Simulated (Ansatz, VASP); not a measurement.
Te in VASP and in Ansatz

```
CELL_PARAMETERS angstrom
4.23410 -2.37120 0.00000
4.23410 2.37120 0.00000
-0.13045 0.00000 3.95735
ATOMIC_POSITIONS crystal
Te 0.67600 0.67600 0.67500
Te 0.32400 0.32400 0.32500
Te 0.00000 0.00000 0.00000
```

Alike in both runs: task electric field gradients; functional LDA; k mesh 8 × 8 × 8; occupations fermi-dirac, width 0.05 eV; no spin polarisation.

```csv
,VASP,Ansatz
version,VASP 6.6.1,Ansatz 0.2.0
potentials or method,"VASP PAW LDA potentials, release 64 (Te), cutoff 520 eV","all-electron PAW with datasets made for the crystal, scalar-relativistic"
```

|  | VASP | Ansatz | Ansatz less VASP |
| --- | --- | --- | --- |
| pressure (GPa) | 4.8 | 4.7 | -0.10 |
| traceless stress, the component that is largest in VASP (GPa) | 1.04 | 1.13 | +0.091 |
| rms of the force components (eV/Å) | 0.217 | 0.212 | -0.0052 |
| size of Vzz on the site where it differs most (V/Å²) | 310.9 | 323.1 | +12.19 |

LDA's correlation is that of Perdew and Zunger in VASP and of Perdew and Wang (1992) in Ansatz. Atom by atom the forces differ by 0.006 eV/Å (rms over components). Ansatz ran all-electron here, and VASP with PAW potentials.

Spin-orbit coupling is off throughout.
